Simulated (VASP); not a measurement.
# LiCl (I4mm) in VASP: further runs

LiCl is run at these levels: PBE; tasks: single point.

All numbers are computed with VASP 6.6.1; they aren't measurements. Logs are shortened: lines on timing, memory, paths and dates and some standing lists are left out, and cuts for length are marked.

## 1. The cell of the first run

The structure is tetragonal, space group I4mm (No. 107). Conventional cell: a = 3.627 Å, b = 3.627 Å, c = 5.130 Å, α = 90.00°, β = 90.00°, γ = 90.00°. Li (site symmetry 4mm) has 5 Cl at 2.06 to 2.61 Å within 2.7 Å. Cl (site symmetry 4mm) has 5 Li at 2.06 to 2.61 Å within 2.7 Å.

## 2. Single point, PBE (all Li atoms moved -0.500 Å, as atom 1 along Cartesian [0 1 0])

Input file INCAR:

```
SYSTEM = LiCl
PREC = Accurate
ENCUT = 520
EDIFF = 1E-7
ISMEAR = 0
SIGMA = 0.05
LREAL = .FALSE.
LASPH = .TRUE.
NELM = 60
ALGO = Normal
ISIF = 2
LWAVE = .FALSE.
LCHARG = .FALSE.
GGA = PE
NBANDS = 12
```

Input file KPOINTS:

```
Automatic mesh
0
G
  8 8 8
  0 0 0
```

Input file POSCAR:

```
LiCl
1.0
    0.0000000000      2.5647600000      2.5647600000
    2.5647600000      0.0000000000      2.5647600000
    2.5647600000      2.5647600000      0.0000000000
Li Cl
1 1
Direct
   -0.0974750074      0.0974750074     -0.0974750074
    0.5000000000      0.5000000000      0.5000000000
```

Potentials or basis: VASP PAW PBE potentials, release 64 (Li_sv, Cl).

Launch:

```bash
cat potpaw_PBE.64/Li_sv/POTCAR potpaw_PBE.64/Cl/POTCAR > POTCAR
mpirun -np 1 vasp_std > vasp.out
```

OUTCAR:

```text
SYSTEM = LiCl
   PREC = Accurate
   ENCUT = 520
   EDIFF = 1E-7
   ISMEAR = 0
   LREAL = .FALSE.
   LASPH = .TRUE.
   NELM = 60
   ISIF = 2
   GGA = PE

 ion  position               nearest neighbor table
   1  0.903  0.097  0.903-   2 2.06   2 2.61   2 2.61   2 2.61   2 2.61
   2  0.500  0.500  0.500-   1 2.06   1 2.61   1 2.61   1 2.61   1 2.61

  LATTYP: Found a face centered cubic cell.
 ALAT       =     5.1295200000

  Lattice vectors:

 A1 = (   0.0000000000,   2.5647600000,   2.5647600000)
 A2 = (   2.5647600000,   0.0000000000,   2.5647600000)
 A3 = (   2.5647600000,   2.5647600000,   0.0000000000)

Analysis of symmetry for initial positions (statically):
=====================================================================
 Subroutine PRICEL returns:
 Original cell was already a primitive cell.

 Routine SETGRP: Setting up the symmetry group for a
 face centered cubic supercell.

 Subroutine GETGRP returns: Found  8 space group operations
 (whereof  8 operations were pure point group operations)
 out of a pool of 48 trial point group operations.

The static configuration has the point symmetry C_4v.

Analysis of symmetry for dynamics (positions and initial velocities):
=====================================================================
 Subroutine PRICEL returns:
 Original cell was already a primitive cell.

 Routine SETGRP: Setting up the symmetry group for a
 face centered cubic supercell.

 Subroutine GETGRP returns: Found  8 space group operations
 (whereof  8 operations were pure point group operations)
 out of a pool of 48 trial point group operations.

The dynamic configuration has the point symmetry C_4v.

 Subroutine INISYM returns: Found  8 space group operations
 (whereof  8 operations are pure point group operations),
 and found     1 'primitive' translations

----------------------------------------------------------------------------------------

                                     Primitive cell

  volume of cell :      33.7420

  direct lattice vectors                    reciprocal lattice vectors
     0.000000000  2.564760000  2.564760000    -0.194950015  0.194950015  0.194950015
     2.564760000  0.000000000  2.564760000     0.194950015 -0.194950015  0.194950015
     2.564760000  2.564760000  0.000000000     0.194950015  0.194950015 -0.194950015

  length of vectors
     3.627118376  3.627118376  3.627118376     0.337663331  0.337663331  0.337663331

  position of ions in fractional coordinates (direct lattice)
     0.902524993  0.097475007  0.902524993
     0.500000000  0.500000000  0.500000000
[... 89 lines left out ...]
   NUPDOWN=      -1.0000    fix difference up-down
   EMIN   =  10.00;   EMAX   =-10.00  energy-range for DOS
   EFERMI =   0.00;   METHOD = LEGACY
   ISMEAR =     0;   SIGMA  =   0.05  broadening in eV -4-tet -1-fermi 0-gaus
   EFERMI_NEDOS =   21; number of points for ismear=-14 and -15
   IALGO  =     38    algorithm
   IMIX   =      4    mixing-type and parameters
     AMIX     =   0.40;   BMIX     =  1.00
     AMIX_MAG =   1.60;   BMIX_MAG =  1.00
  volume/ion in A,a.u.               =      16.87       113.85
  Fermi-wavevector in a.u.,A,eV,Ry     =   1.091486  2.062609 16.209183  1.191341
  Thomas-Fermi vector in A             =   2.227732
   LORBIT       =      0    0 simple, 1 ext, 2 COOP (PROOUT), +10 PAW based schemes
   GGA     = PE    functional components
   LHFCALC =     F    Hartree Fock is set to
   AEXX    =    0.0000 exact exchange contribution
   IVDW    =     0    specifies the selected vdW correction
   LEPSILON=     F    determine dielectric tensor
   LRPA    =     F    only Hartree local field effects (RPA)
 non-spin polarized calculation
 Gauss-broadening in eV      SIGMA  =   0.05
  energy-cutoff  :      520.00
  volume of cell :       33.74
 maximum number of plane-waves:       934
   NGX = 13   NGY = 13   NGZ = 13

 number of electron      10.0000000 magnetization

 number of electron       9.9999997 magnetization

 Free energy of the ion-electron system (eV)
  ---------------------------------------------------
  ext. energy  EPLUGINS =         0.00000000
  ---------------------------------------------------
  free energy    TOTEN  =        -7.18782579 eV

  energy without entropy =       -7.18782579  energy(sigma->0) =       -7.18782579

 E-fermi :   0.8703     XC(G=0):  -8.6694

 val. band max:        0.5780322507   @ k =   0.0000   0.0000   0.0000
 cond. band min:       6.7685017092   @ k =   0.0000   0.0000   0.0000
 fundamental gap:      6.1904694586
 Fermi energy:         0.8703493722

 k-point     1 :       0.0000    0.0000    0.0000
  band No.  band energies     occupation
      1     -42.8017      2.00000
      2     -12.8812      2.00000
      3       0.3015      2.00000
      4       0.5780      2.00000
      5       0.5780      2.00000
      6       6.7685      0.00000
      7      11.6170      0.00000
      8      11.6170      0.00000
      9      12.6365      0.00000
     10      14.2110      0.00000
     11      15.2534      0.00000
     12      16.2624      0.00000
[... 331 lines left out ...]
 k-point    24 :       0.5000    0.2500    0.0000
  band No.  band energies     occupation
      1     -42.7983      2.00000
      2     -12.2260      2.00000
      3      -1.9490      2.00000
      4      -0.7728      2.00000
      5      -0.2343      2.00000
      6       8.5529      0.00000
      7       9.9046      0.00000
      8      11.2723      0.00000
      9      12.7037      0.00000
     10      15.6046      0.00000
     11      17.9667      0.00000
     12      19.2560      0.00000

 [... further k-points ...]

------------------------ aborting loop because EDIFF is reached ----------------------------------------

  FORCE on cell =-STRESS in cart. coord.  units (eV):
  Direction    XX          YY          ZZ          XY          YZ          ZX
  --------------------------------------------------------------------------------------
  -------------------------------------------------------------------------------------
  Total       -0.0390724      2.7742064     -0.0390724     -0.0000000      0.0000000      0.0000000
  in kB       -1.8552860    131.7283217     -1.8552860     -0.0000000      0.0000000      0.0000000
  external PRESSURE =      42.6725832 kB  Pullay stress =       0.0000000 kB

 VOLUME and BASIS-vectors are now :
 -----------------------------------------------------------------------------
  energy-cutoff  :      520.00
  volume of cell :       33.74
      direct lattice vectors                 reciprocal lattice vectors
     0.000000000  2.564760000  2.564760000    -0.194950015  0.194950015  0.194950015
     2.564760000  0.000000000  2.564760000     0.194950015 -0.194950015  0.194950015
     2.564760000  2.564760000  0.000000000     0.194950015  0.194950015 -0.194950015

 POSITION                                       TOTAL-FORCE (eV/Angst)
 -----------------------------------------------------------------------------------
      2.56476      4.62952      2.56476         0.000000      1.300807      0.000000
      2.56476      2.56476      2.56476         0.000000     -1.300807      0.000000
 -----------------------------------------------------------------------------------
    total drift:                               -0.000005      0.000377     -0.000004

  FREE ENERGIE OF THE ION-ELECTRON SYSTEM (eV)
  ---------------------------------------------------
  free  energy   TOTEN  =        -7.1878257931 eV

  energy  without entropy=       -7.1878257931  energy(sigma->0) =       -7.18782579
```

OSZICAR:

```text
N       E                     dE             d eps       ncg     rms          rms(c)
DAV:   1     0.456841932788E+02    0.45684E+02   -0.44085E+03  1416   0.768E+02
DAV:   2    -0.275360389370E+01   -0.48438E+02   -0.46582E+02  1736   0.148E+02
DAV:   3    -0.723974999249E+01   -0.44861E+01   -0.44634E+01  2676   0.423E+01
DAV:   4    -0.730338707135E+01   -0.63637E-01   -0.63632E-01  1732   0.569E+00
DAV:   5    -0.730448615344E+01   -0.10991E-02   -0.10991E-02  2116   0.589E-01    0.252E+00
DAV:   6    -0.718653336690E+01    0.11795E+00   -0.24451E-01  1680   0.237E+00    0.176E+00
DAV:   7    -0.718264288954E+01    0.38905E-02   -0.86650E-02  1880   0.160E+00    0.105E+00
DAV:   8    -0.718785473083E+01   -0.52118E-02   -0.10812E-02  1696   0.711E-01    0.219E-01
DAV:   9    -0.718772587479E+01    0.12886E-03   -0.46098E-04  1728   0.140E-01    0.587E-02
DAV:  10    -0.718782061394E+01   -0.94739E-04   -0.14314E-04  1652   0.830E-02    0.179E-02
DAV:  11    -0.718782604280E+01   -0.54289E-05   -0.17039E-05  2068   0.262E-02    0.139E-02
DAV:  12    -0.718782574269E+01    0.30011E-06   -0.10515E-06  1700   0.783E-03    0.533E-03
DAV:  13    -0.718782561573E+01    0.12696E-06   -0.26186E-07  1812   0.322E-03    0.107E-03
DAV:  14    -0.718782579406E+01   -0.17833E-06   -0.20470E-08   956   0.111E-03    0.548E-04
DAV:  15    -0.718782579311E+01    0.94735E-09   -0.40275E-09   932   0.456E-04
   1 F= -.71878258E+01 E0= -.71878258E+01  d E =-.157916E-18
```

stdout:

```text
POSCAR found type information on POSCAR LiCl
 POSCAR found :  2 types and       2 ions
 scaLAPACK will be used
 LDA part: xc-table for (Slater+PW92), standard interpolation
 POSCAR, INCAR and KPOINTS ok, starting setup
 FFT: planning ... GRIDC
 FFT: planning ... GRID_SOFT
 FFT: planning ... GRID
 WAVECAR not read
 entering main loop
```

Wall time 26 s (1 thread of Intel Xeon 8259CL, shared host); peak memory 0.16 GiB.

What came out:

```yaml
Free_energy: -7.1878 eV
Largest_force: 1.301 eV/Å
Band_gap_on_the_k_mesh: 6.19 eV
```

Forces in eV/Å, atoms in the order of the input:
```
Li   0.000  1.301  0.000
Cl   0.000 -1.301  0.000
```

Caveat: the cell differs from its parent crystal (all Li atoms moved -0.500 Å, as atom 1 along Cartesian [0 1 0]); the cutoff is under 1.25 times the usual one of these potentials, so pressure, stress and relaxed cells hold a basis-set (Pulay) error; forces of over 1 eV/Å act on the atoms, so gaps and moduli don't describe the material at rest. A k mesh can miss the band edges.

## 3. Single point, PBE (all Li atoms moved +0.375 Å, as atom 1 along Cartesian [0 1 0])

Input file INCAR:

```
SYSTEM = LiCl
ALGO     = Normal         ! electronic algorithm
EDIFF    = 1E-6           ! SCF threshold, eV
ENCUT    = 520            ! plane-wave cutoff, eV
GGA      = PE             ! functional
ISIF     = 2              ! what is computed and relaxed
ISMEAR   = 0              ! smearing method
LASPH    = .True.         ! aspherical terms in the spheres
LCHARG   = .True.         ! write CHGCAR
LELF     = .True.         ! ELF
LREAL    = .False.        ! projectors in reciprocal space
LVHAR    = .True.       
LWAVE    = .False.        ! write WAVECAR
NBANDS   = 12             ! bands
NELM     = 60             ! most SCF steps
PREC     = Accurate       ! precision mode
SIGMA    = 0.05           ! smearing width, eV
```

Input file KPOINTS:

```
k-points
0
Gamma
  8 8 8
  0 0 0
```

Changes to POSCAR since step 2:

```diff
@@ -8,3 +8,3 @@
 Direct
-   -0.0974750074      0.0974750074     -0.0974750074
+    0.0731062556     -0.0731062556      0.0731062556
     0.5000000000      0.5000000000      0.5000000000
```

Potentials or basis: VASP PAW PBE potentials, release 64 (Li_sv, Cl).

Launch:

```bash
cat potpaw_PBE.64/Li_sv/POTCAR potpaw_PBE.64/Cl/POTCAR > POTCAR
mpirun -np 1 vasp_std > vasp.out
```

OUTCAR:

```text
SYSTEM = LiCl
   EDIFF = 1E-6
   ENCUT = 520
   GGA = PE
   ISIF = 2
   ISMEAR = 0
   LASPH = .True.
   LREAL = .False.
   NELM = 60
   PREC = Accurate

 ion  position               nearest neighbor table
   1  0.073  0.927  0.073-   2 2.19   2 2.59   2 2.59   2 2.59   2 2.59
   2  0.500  0.500  0.500-   1 2.19   1 2.59   1 2.59   1 2.59   1 2.59

  LATTYP: Found a face centered cubic cell.
 ALAT       =     5.1295200000

  Lattice vectors:

 A1 = (   0.0000000000,   2.5647600000,   2.5647600000)
 A2 = (   2.5647600000,   0.0000000000,   2.5647600000)
 A3 = (   2.5647600000,   2.5647600000,   0.0000000000)

Analysis of symmetry for initial positions (statically):
=====================================================================
 Subroutine PRICEL returns:
 Original cell was already a primitive cell.

 Routine SETGRP: Setting up the symmetry group for a
 face centered cubic supercell.

 Subroutine GETGRP returns: Found  8 space group operations
 (whereof  8 operations were pure point group operations)
 out of a pool of 48 trial point group operations.

The static configuration has the point symmetry C_4v.

[... 174 lines left out ...]
      6       6.8415      0.00000
      7      11.9338      0.00000
      8      11.9338      0.00000
      9      12.5880      0.00000
     10      14.2443      0.00000
     11      15.2367      0.00000
     12      15.8384      0.00000
[... 331 lines left out ...]
 k-point    24 :       0.5000    0.2500    0.0000
  band No.  band energies     occupation
      1     -42.8486      2.00000
      2     -12.1848      2.00000
      3      -1.9284      2.00000
      4      -0.7455      2.00000
      5      -0.1957      2.00000
      6       8.6219      0.00000
      7      10.0387      0.00000
      8      11.3608      0.00000
      9      12.3721      0.00000
     10      15.3871      0.00000
     11      18.0604      0.00000
     12      19.2291      0.00000

 [... further k-points ...]

------------------------ aborting loop because EDIFF is reached ----------------------------------------

  FORCE on cell =-STRESS in cart. coord.  units (eV):
  Direction    XX          YY          ZZ          XY          YZ          ZX
  --------------------------------------------------------------------------------------
  -------------------------------------------------------------------------------------
  Total        0.0011341      1.4311172      0.0011341     -0.0000000      0.0000000      0.0000000
  in kB        0.0538506     67.9540900      0.0538506     -0.0000000      0.0000000      0.0000000
  external PRESSURE =      22.6872637 kB  Pullay stress =       0.0000000 kB

 VOLUME and BASIS-vectors are now :
 -----------------------------------------------------------------------------
  energy-cutoff  :      520.00
  volume of cell :       33.74
      direct lattice vectors                 reciprocal lattice vectors
     0.000000000  2.564760000  2.564760000    -0.194950015  0.194950015  0.194950015
     2.564760000  0.000000000  2.564760000     0.194950015 -0.194950015  0.194950015
     2.564760000  2.564760000  0.000000000     0.194950015  0.194950015 -0.194950015

 POSITION                                       TOTAL-FORCE (eV/Angst)
 -----------------------------------------------------------------------------------
      2.56476      0.37500      2.56476         0.000000     -0.630391      0.000000
      2.56476      2.56476      2.56476         0.000000      0.630391      0.000000
 -----------------------------------------------------------------------------------
    total drift:                                0.000001      0.000157      0.000000

  FREE ENERGIE OF THE ION-ELECTRON SYSTEM (eV)
  ---------------------------------------------------
  free  energy   TOTEN  =        -7.3044484066 eV

  energy  without entropy=       -7.3044484066  energy(sigma->0) =       -7.30444841
```

OSZICAR:

```text
N       E                     dE             d eps       ncg     rms          rms(c)
DAV:   1     0.446142012035E+02    0.44614E+02   -0.43170E+03  1416   0.759E+02
DAV:   2    -0.321329329467E+01   -0.47827E+02   -0.45965E+02  1724   0.145E+02
DAV:   3    -0.730789877651E+01   -0.40946E+01   -0.40747E+01  2580   0.412E+01
DAV:   4    -0.739257918448E+01   -0.84680E-01   -0.84662E-01  1780   0.577E+00
DAV:   5    -0.739400605322E+01   -0.14269E-02   -0.14269E-02  2108   0.634E-01    0.245E+00
DAV:   6    -0.730057758711E+01    0.93428E-01   -0.19898E-01  1688   0.210E+00    0.173E+00
DAV:   7    -0.729968734975E+01    0.89024E-03   -0.68611E-02  1980   0.140E+00    0.989E-01
DAV:   8    -0.730445884820E+01   -0.47715E-02   -0.91369E-03  1680   0.656E-01    0.193E-01
DAV:   9    -0.730436794592E+01    0.90902E-04   -0.34028E-04  1764   0.125E-01    0.545E-02
DAV:  10    -0.730444417801E+01   -0.76232E-04   -0.12072E-04  1676   0.764E-02    0.225E-02
DAV:  11    -0.730444902169E+01   -0.48437E-05   -0.14386E-05  2060   0.244E-02    0.130E-02
DAV:  12    -0.730444840658E+01    0.61511E-06   -0.79344E-07  1656   0.667E-03
   1 F= -.73044484E+01 E0= -.73044484E+01  d E =-.209560E-15
```

stdout:

```text
POSCAR found type information on POSCAR LiCl
 POSCAR found :  2 types and       2 ions
 scaLAPACK will be used
 LDA part: xc-table for (Slater+PW92), standard interpolation
 POSCAR, INCAR and KPOINTS ok, starting setup
 FFT: planning ... GRIDC
 FFT: planning ... GRID_SOFT
 FFT: planning ... GRID
 WAVECAR not read
 entering main loop
```

Run time: 24 s. Hardware: 1 thread of Intel Xeon 8259CL, shared host; peak memory 0.16 GiB.

What came out:

| Property | Result |
| --- | --- |
| Free energy | -7.3044 eV |
| Largest force | 0.630 eV/Å |
| Band gap on the k mesh | 6.26 eV |

Forces in eV/Å, atoms in the order of the input:
```
Li   0.000 -0.630  0.000
Cl   0.000  0.630  0.000
```

Caveat: the cell differs from its parent crystal (all Li atoms moved +0.375 Å, as atom 1 along Cartesian [0 1 0]); the cutoff is under 1.25 times the usual one of these potentials, so pressure, stress and relaxed cells hold a basis-set (Pulay) error.

(Part 1 of 2 ends here.)
